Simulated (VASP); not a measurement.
# In in VASP: a series of runs

The runs below take In through single point, relaxation of cell and atoms, with PBE.

Everything below comes from runs of VASP 6.6.1. Logs are shortened: lines on timing, memory, paths and dates and some standing lists are left out, and cuts for length are marked.

### 1 The cell of the first run

The typed cell holds 3 atoms: a = 3.972 Å, b = 3.972 Å, c = 6.261 Å, α = 90.00°, β = 90.00°, γ = 120.00°.

### 2 Single point, PBE

File INCAR:

```
SYSTEM = In
PREC = Accurate
ENCUT = 520
EDIFF = 1E-6
ISMEAR = 0
SIGMA = 0.1
LREAL = .FALSE.
LASPH = .TRUE.
NELM = 100
ALGO = Normal
ISIF = 2
LWAVE = .FALSE.
LCHARG = .FALSE.
GGA = PE
NBANDS = 26
```

File KPOINTS:

```
Automatic mesh
0
G
  6 6 4
  0 0 0
```

File POSCAR:

```
In
1.0
    3.9718996705      0.0000000028      0.0000000000
   -1.9859498377      3.4397660146      0.0000000000
    0.0000000000      0.0000000000      6.2614960857
In
3
Direct
    0.3335226928      0.0000000000      0.1666666667
    0.0000000000      0.3335226928      0.8333333333
    0.6664773072      0.6664773072      0.5000000000
```

Potentials or basis: VASP PAW PBE potentials, release 64 (In_d).

The run is started by

```
$ cat potpaw_PBE.64/In_d/POTCAR > POTCAR
$ mpirun -np 1 vasp_std > vasp.out
```

OUTCAR:

```text
SYSTEM = In
   PREC = Accurate
   ENCUT = 520
   EDIFF = 1E-6
   ISMEAR = 0
   LREAL = .FALSE.
   LASPH = .TRUE.
   NELM = 100
   ISIF = 2
   GGA = PE

 ion  position               nearest neighbor table
   1  0.334  0.000  0.167-   3 3.10   3 3.10   2 3.10   2 3.10   3 3.10   2 3.10
   2  0.000  0.334  0.833-   3 3.10   3 3.10   1 3.10   1 3.10   3 3.10   1 3.10
   3  0.666  0.666  0.500-   2 3.10   2 3.10   1 3.10   1 3.10   1 3.10   2 3.10

  LATTYP: Found a hexagonal cell.
 ALAT       =     3.9718996705
 C/A-ratio  =     1.5764487034

  Lattice vectors:

 A1 = (   3.9718996705,   0.0000000028,   0.0000000000)
 A2 = (  -1.9859498377,   3.4397660146,   0.0000000000)
 A3 = (   0.0000000000,   0.0000000000,   6.2614960857)

Analysis of symmetry for initial positions (statically):
=====================================================================
 Subroutine PRICEL returns:
 Original cell was already a primitive cell.

 Routine SETGRP: Setting up the symmetry group for a
 hexagonal supercell.

 Subroutine GETGRP returns: Found  6 space group operations
 (whereof  2 operations were pure point group operations)
 out of a pool of 24 trial point group operations.

The static configuration has the point symmetry C_2 .
 The point group associated with its full space group is D_3 .

Analysis of symmetry for dynamics (positions and initial velocities):
=====================================================================
 Subroutine PRICEL returns:
 Original cell was already a primitive cell.

 Routine SETGRP: Setting up the symmetry group for a
 hexagonal supercell.

 Subroutine GETGRP returns: Found  6 space group operations
 (whereof  2 operations were pure point group operations)
 out of a pool of 24 trial point group operations.

The dynamic configuration has the point symmetry C_2 .
 The point group associated with its full space group is D_3 .

 Subroutine INISYM returns: Found  6 space group operations
 (whereof  2 operations are pure point group operations),
 and found     1 'primitive' translations

----------------------------------------------------------------------------------------

                                     Primitive cell

  volume of cell :      85.5471

  direct lattice vectors                    reciprocal lattice vectors
[... 85 lines left out ...]
   LASPH  =      T    aspherical Exc in radial PAW
   ENCUT  =  520.0 eV  38.22 Ry    6.18 a.u.   7.39  7.39 11.64*2*pi/ulx,y,z
   NELM   =    100;   NELMIN=  2; NELMDL= -5     # of ELM steps
   EDIFF  = 0.1E-05   stopping-criterion for ELM
   LREAL  =      F    real-space projection
   EDIFFG = 0.1E-04   stopping-criterion for IOM
   NSW    =      0    number of steps for IOM
   IBRION =     -1    ionic relax: 0-MD 1-quasi-New 2-CG
   NFREE  =      0    steps in history (QN), initial steepest desc. (CG)
   ISIF   =      2    stress and relaxation
   ISYM   =      2    0-nonsym 1-usesym 2-fastsym
   POTIM  = 0.5000    time-step for ionic-motion
   TEBEG  =    0.0;   TEEND  =   0.0 temperature during run
   PSTRESS=    0.0 pullay stress
   NELECT =      39.0000    total number of electrons
   NUPDOWN=      -1.0000    fix difference up-down
   EMIN   =  10.00;   EMAX   =-10.00  energy-range for DOS
   EFERMI =   0.00;   METHOD = LEGACY
   ISMEAR =     0;   SIGMA  =   0.10  broadening in eV -4-tet -1-fermi 0-gaus
   EFERMI_NEDOS =   21; number of points for ismear=-14 and -15
   IALGO  =     38    algorithm
   IMIX   =      4    mixing-type and parameters
     AMIX     =   0.40;   BMIX     =  1.00
     AMIX_MAG =   1.60;   BMIX_MAG =  1.00
  volume/ion in A,a.u.               =      28.52       192.43
  Fermi-wavevector in a.u.,A,eV,Ry     =   1.259973  2.381004 21.599687  1.587532
  Thomas-Fermi vector in A             =   2.393506
   LORBIT       =      0    0 simple, 1 ext, 2 COOP (PROOUT), +10 PAW based schemes
   GGA     = PE    functional components
   LHFCALC =     F    Hartree Fock is set to
   AEXX    =    0.0000 exact exchange contribution
   IVDW    =     0    specifies the selected vdW correction
   LEPSILON=     F    determine dielectric tensor
   LRPA    =     F    only Hartree local field effects (RPA)
 non-spin polarized calculation
 Gauss-broadening in eV      SIGMA  =   0.10
  energy-cutoff  :      520.00
  volume of cell :       85.55
 maximum number of plane-waves:      2376
 NGX is ok and might be reduce to    30

 number of electron      38.9999980 magnetization

 Free energy of the ion-electron system (eV)
  ---------------------------------------------------
  ext. energy  EPLUGINS =         0.00000000
  ---------------------------------------------------
  free energy    TOTEN  =        -7.52809545 eV

  energy without entropy =       -7.52211187  energy(sigma->0) =       -7.52510366

 E-fermi :   6.4177     XC(G=0):  -9.7917

 val. band max:        6.3661400253   @ k =   0.1667   0.0000   0.5000
 cond. band min:       6.4307140588   @ k =   0.0000   0.3333   0.2500
 fundamental gap:      0.0645740335
 Fermi energy:         6.4176685643

 k-point     1 :       0.0000    0.0000    0.0000
  band No.  band energies     occupation
      1      -8.4190      2.00000
      2      -8.4190      2.00000
      3      -8.1293      2.00000
      4      -8.1293      2.00000
      5      -8.1086      2.00000
      6      -8.1085      2.00000
[... 685 lines left out ...]
     25      11.9121      0.00000
     26      11.9125      0.00000

------------------------ aborting loop because EDIFF is reached ----------------------------------------

  FORCE on cell =-STRESS in cart. coord.  units (eV):
  Direction    XX          YY          ZZ          XY          YZ          ZX
  --------------------------------------------------------------------------------------
  -------------------------------------------------------------------------------------
  Total       -0.0539235     -0.0539235      0.0282553      0.0000000      0.0000000      0.0000000
  in kB       -1.0099118     -1.0099118      0.5291817      0.0000000      0.0000000      0.0000000
  external PRESSURE =      -0.4968807 kB  Pullay stress =       0.0000000 kB

 VOLUME and BASIS-vectors are now :
 -----------------------------------------------------------------------------
  energy-cutoff  :      520.00
  volume of cell :       85.55
      direct lattice vectors                 reciprocal lattice vectors
     3.971899671  0.000000003  0.000000000     0.251768696  0.145358724  0.000000000
    -1.985949838  3.439766015  0.000000000    -0.000000000  0.290717449  0.000000000
     0.000000000  0.000000000  6.261496086     0.000000000  0.000000000  0.159706241

 POSITION                                       TOTAL-FORCE (eV/Angst)
 -----------------------------------------------------------------------------------
      1.32472      0.00000      1.04358        -0.001610     -0.000000      0.000000
     -0.66236      1.14724      5.21791         0.000805     -0.001395     -0.000000
      1.32359      2.29253      3.13075         0.000805      0.001395     -0.000000
 -----------------------------------------------------------------------------------
    total drift:                               -0.000000      0.000000      0.000000

  FREE ENERGIE OF THE ION-ELECTRON SYSTEM (eV)
  ---------------------------------------------------
  free  energy   TOTEN  =        -7.5280954477 eV

  energy  without entropy=       -7.5221118690  energy(sigma->0) =       -7.52510366
```

OSZICAR:

```text
N       E                     dE             d eps       ncg     rms          rms(c)
DAV:   1     0.346290017098E+03    0.34629E+03   -0.19016E+04  1248   0.200E+03
DAV:   2     0.222383646399E+02   -0.32405E+03   -0.32005E+03  1248   0.437E+02
DAV:   3    -0.658009045745E+01   -0.28818E+02   -0.28557E+02  1466   0.158E+02
DAV:   4    -0.755647633827E+01   -0.97639E+00   -0.97528E+00  1474   0.331E+01
DAV:   5    -0.759914915708E+01   -0.42673E-01   -0.42672E-01  1998   0.563E+00    0.411E+00
DAV:   6    -0.753661519284E+01    0.62534E-01   -0.14499E-01  1602   0.556E+00    0.194E+00
DAV:   7    -0.752800489289E+01    0.86103E-02   -0.45079E-02  1678   0.280E+00    0.442E-01
DAV:   8    -0.752802835065E+01   -0.23458E-04   -0.44101E-03  1416   0.769E-01    0.625E-02
DAV:   9    -0.752809208336E+01   -0.63733E-04   -0.32950E-04  1730   0.204E-01    0.242E-02
DAV:  10    -0.752809597624E+01   -0.38929E-05   -0.21118E-05  1808   0.340E-02    0.120E-02
DAV:  11    -0.752809544775E+01    0.52850E-06   -0.36855E-07   836   0.624E-03
   1 F= -.75280954E+01 E0= -.75251037E+01  d E =-.598358E-02
```

stdout:

```text
POSCAR found type information on POSCAR In
 POSCAR found :  1 types and       3 ions
 scaLAPACK will be used
 LDA part: xc-table for (Slater+PW92), standard interpolation
 POSCAR, INCAR and KPOINTS ok, starting setup
 FFT: planning ... GRIDC
 FFT: planning ... GRID_SOFT
 FFT: planning ... GRID
 WAVECAR not read
 entering main loop
```

Wall time 18 s (1 thread of Intel Xeon 6975P-C (Granite Rapids), shared host); peak memory 0.2 GiB.

Results:

- Free energy: -7.5281 eV
- Pressure: 0.0 GPa

Levels at points of the mesh, in eV from the Fermi level:
| k point | band 15 | band 16 | band 17 | band 18 | band 19 | band 20 | band 21 | band 22 | band 23 | band 24 |
| --- | --- | --- | --- | --- | --- | --- | --- | --- | --- | --- |
| (0.00, 0.00, 0.00) | -14.24 | -8.96 | -4.85 | -4.85 | 4.09 | 4.09 | 4.09 | 4.09 | 6.03 | 6.03 |
| (0.50, 0.00, 0.00) | -14.05 | -5.67 | -5.66 | -1.80 | -1.46 | -0.75 | -0.75 | 0.76 | 4.45 | 5.41 |
| (0.00, 0.00, 0.50) | -14.06 | -7.94 | -7.94 | -0.34 | 0.90 | 3.66 | 3.66 | 5.63 | 5.64 | 5.64 |
| (0.50, 0.00, 0.50) | -14.24 | -5.21 | -4.62 | -4.62 | -3.28 | 2.02 | 2.02 | 2.46 | 2.46 | 4.38 |

Caveat: spin-orbit coupling is left out, which moves the levels of the heavy elements.

### 3 Relaxation of cell and atoms, PBE

This run uses another cell than the first one: it holds 1 atom, not 3.

File INCAR:

```
  ALGO = Fast
  EDIFF = 1E-7
  EDIFFG = -0.01
  ENCUT = 600
  GGA = PE
  IBRION = 2
  ISIF = 3
  ISMEAR = 0
  LASPH = T
  LCHARG = F
  LREAL = F
  LWAVE = F
  NELM = 100
  NSW = 100
  PREC = Accurate
  SIGMA = 0.1
```

File KPOINTS:

```
k-points
0
Gamma
  18 18 18
```

File POSCAR:

```
In
1.0
    1.9859498353      1.1465886720      2.0871653619
   -1.9859498353      1.1465886720      2.0871653619
    0.0000000000     -2.2931773440      2.0871653619
In
1
Direct
    0.5000000000      0.5000000000      0.5000000000
```

Potentials or basis: VASP PAW PBE potentials, release 64 (In_d).

The run is started by

```
$ cat potpaw_PBE.64/In_d/POTCAR > POTCAR
$ mpirun -np 1 vasp_std > vasp.out
```

OUTCAR:

```text
EDIFF = 1E-7
   EDIFFG = -0.01
   ENCUT = 600
   GGA = PE
   IBRION = 2
   ISIF = 3
   ISMEAR = 0
   LASPH = T
   LREAL = F
   NELM = 100
   NSW = 100
   PREC = Accurate

 ion  position               nearest neighbor table
   1  0.500  0.500  0.500-

  LATTYP: Found a trigonal (rhomboedric) cell.
 ALAT       =     3.1007937015
 COS(alpha) =     0.1796091698

  Lattice vectors:

 A1 = (   1.9859498353,   1.1465886720,   2.0871653619)
 A2 = (  -1.9859498353,   1.1465886720,   2.0871653619)
 A3 = (   0.0000000000,  -2.2931773440,   2.0871653619)

Analysis of symmetry for initial positions (statically):
=====================================================================
 Subroutine PRICEL returns:
 Original cell was already a primitive cell.

[... 594 lines left out ...]
[... ionic steps 4 to 18 ...]

--------------------------------------- Ionic step       19  -------------------------------------------

 number of electron      12.9999998 magnetization

------------------------ aborting loop because EDIFF is reached ----------------------------------------
[... 65 lines left out ...]
--------------------------------------- Ionic step       21  -------------------------------------------

 number of electron      12.9999997 magnetization

 Free energy of the ion-electron system (eV)
  ---------------------------------------------------
  ext. energy  EPLUGINS =         0.00000000
  ---------------------------------------------------
  free energy    TOTEN  =        -2.56066479 eV

  energy without entropy =       -2.55837313  energy(sigma->0) =       -2.55951896

 E-fermi :   6.9858     XC(G=0): -10.0263

 val. band max:        6.9636331337   @ k =  -0.2222  -0.4444   0.1667
 cond. band min:       6.9898956960   @ k =  -0.2778   0.3889   0.1111
 fundamental gap:      0.0262625622
 Fermi energy:         6.9858180625

 k-point     1 :       0.0000    0.0000    0.0000
  band No.  band energies     occupation
      1      -7.6038      2.00000
      2      -7.6038      2.00000
      3      -7.5948      2.00000
      4      -7.4510      2.00000
      5      -7.4510      2.00000
      6      -2.2303      2.00000
      7      17.0637      0.00000
      8      17.0637      0.00000
      9      17.2501      0.00000
     10      18.4130      0.00000
[... 327 lines left out ...]
  FREE ENERGIE OF THE ION-ELECTRON SYSTEM (eV)
  ---------------------------------------------------
  free  energy   TOTEN  =        -2.5606647900 eV

  energy  without entropy=       -2.5583731312  energy(sigma->0) =       -2.55951896

 reached required accuracy - stopping structural energy minimisation
```

Run time: 24 min. Hardware: 1 thread of Intel Xeon 6975P-C (Granite Rapids), shared host; peak memory 0.4 GiB.

Results:

```yaml
Free_energy: -2.5607 eV
Relaxed_volume: 27.45 Å³/atom
Relaxed_cell: a = 3.378 Å, b = 3.378 Å, c = 3.378 Å, α = 60.33°, β = 60.33°, γ = 60.33°
Space_group_after_relaxing_to_0.05_Å: Fm-3m (No. 225)
Energy_gained_by_relaxing: 53.8 meV/atom
Ionic_steps: 21
Pressure_after_relaxing: 0.0 GPa
```

Step by step:
```csv
step,energy change (eV),largest force (eV/Å),pressure (GPa),volume (Å³)
1,0.0000,0.0000,0.39,28.52
2,-0.0051,0.0000,-0.12,28.80
3,-0.0092,0.0000,-0.63,29.20
4,-0.0126,0.0000,-1.43,29.97
5,-0.0161,0.0000,-1.30,29.77
6,-0.0216,0.0000,-0.79,29.36
7,-0.0322,0.0000,-0.32,28.50
8,-0.0428,0.0000,1.55,26.60
9,0.1881,0.0000,14.33,22.29
10,-0.0427,0.0000,1.66,26.50
11,-0.0463,0.0000,1.42,26.52
12,-0.0498,0.0000,1.37,26.51
13,-0.0524,0.0000,0.78,26.90
14,-0.0535,0.0000,0.31,27.25
15,-0.0524,0.0000,-0.63,27.95
16,-0.0536,0.0000,0.07,27.42
17,-0.0536,0.0000,0.10,27.40
18,-0.0537,0.0000,0.09,27.41
19,-0.0538,0.0000,0.05,27.43
20,-0.0538,0.0000,-0.05,27.48
21,-0.0538,0.0000,0.01,27.45
```

Final structure:
```yaml
crystal:
  lattice:
    - [1.69734, 0.97996, 2.75102]
    - [-1.69734, 0.97996, 2.75102]
    - [0.00000, -1.95992, 2.75102]
  atoms:
    - { symbol: In, position: [0.50000, 0.50000, 0.50000] }
```

Levels at points of the mesh, in eV from the Fermi level:
```csv
k point,band 3,band 4,band 5,band 6,band 7,band 8,band 9,band 10
"(0.00, 0.00, 0.00)",-14.58,-14.44,-14.44,-9.22,10.08,10.08,10.26,11.43
"(0.50, 0.00, 0.00)",-14.57,-14.30,-14.30,-4.32,-3.18,8.09,8.15,10.76
"(0.50, 0.50, 0.00)",-14.31,-14.26,-14.26,-2.18,-2.06,3.87,4.00,7.11
"(0.50, 0.50, 0.50)",-14.58,-14.30,-14.30,-4.22,-3.15,7.99,7.99,10.69
```

Caveat: spin-orbit coupling is left out, which moves the levels of the heavy elements.
